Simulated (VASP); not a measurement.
Runs of VASP 6.6.1 on AlN (dq13). The structure is that of space group P6_3mc (No. 186), or close to it. The cells are those of the table. 

```csv
task,cell,k mesh,cutoff (eV),smearing,gap on the mesh (eV),pressure (GPa)
single point,"a = 3.089, b = 3.089, c = 4.943 Å, angles 90.0, 90.0, 120.0°, 4 atoms",9 × 9 × 4,520,gaussian 0.02 eV,4.42,0.7
relaxation of cell and atoms,"relaxed from a = 3.089, b = 3.089, c = 4.943 Å, angles 90.0, 90.0, 120.0°, 4 atoms",12 × 12 × 4,600,gaussian 0.01 eV,4.40,0.0
single point,"a = 3.129, b = 3.129, c = 5.017 Å, angles 90.0, 90.0, 120.0°, 4 atoms",6 × 6 × 4,520,gaussian 0.1 eV,(a),(b)
single point,"a = 3.089, b = 3.089, c = 4.943 Å, angles 90.0, 90.0, 120.0°, 4 atoms",12 × 12 × 4,520,gaussian 0.01 eV,4.42,0.6
```

Alike in all rows: level LDA; potentials or basis VASP PAW LDA potentials, release 64 (Al, N); no spin polarisation.

Question: Fill in the values left out.

Answer: (a) 4.08; (b) -7.4.

A k mesh can miss the band edges.
